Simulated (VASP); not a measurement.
A run of VASP 6.6.1:

File INCAR:

```
ALGO     = Normal         # electronic algorithm
EDIFF    = 1E-6           # SCF threshold, eV
ENCUT    = 520            # plane-wave cutoff, eV
GGA      = PE             # functional
ISIF     = 2              # what is computed and relaxed
ISMEAR   = 0              # smearing method
LASPH    = True           # aspherical terms in the spheres
LCHARG   = True           # write CHGCAR
LELF     = True           # ELF
LREAL    = False          # projectors in reciprocal space
LVHAR    = True         
LWAVE    = False          # write WAVECAR
NBANDS   = 40             # bands
NELM     = 80             # most SCF steps
PREC     = Accurate       # precision mode
SIGMA    = 0.02           # smearing width, eV
```

File KPOINTS:

```
k-points
0
Gamma
  9 9 9
```

POSCAR

```
ZnInGaO4
1.0
    1.6786523001      0.9691703573      8.6977668237
   -1.6786523001      0.9691703573      8.6977668237
    0.0000000000     -1.9383407146      8.6977668237
Zn In Ga O
1 1 1 4
Direct
    0.2187227027      0.2187227027      0.2187227027
    0.0030496273      0.0030496273      0.0030496273
    0.7870913154      0.7870913154      0.7870913154
    0.2952074794      0.2952074794      0.2952074794
    0.7112467062      0.7112467062      0.7112467062
    0.1211096390      0.1211096390      0.1211096390
    0.8635735299      0.8635735299      0.8635735299
```

Potentials or basis: VASP PAW PBE potentials, release 64 (Zn, In_d, Ga_d, O).

Run with:

```console
$ cat potpaw_PBE.64/Zn/POTCAR potpaw_PBE.64/In_d/POTCAR potpaw_PBE.64/Ga_d/POTCAR potpaw_PBE.64/O/POTCAR > POTCAR
$ mpirun -np 1 vasp_std > vasp.out
```

Hardware: 1 thread of AMD EPYC 7R43 64-Core Processor (Zen 3), with other jobs on the host.

Problem. How long does it take, and how much memory?

Solution. Run time: 71 min on 1 thread of AMD EPYC 7R43 64-Core Processor (Zen 3), on a shared host, peak memory 0.84 GiB. Counts: scf iterations 16, k points 85.
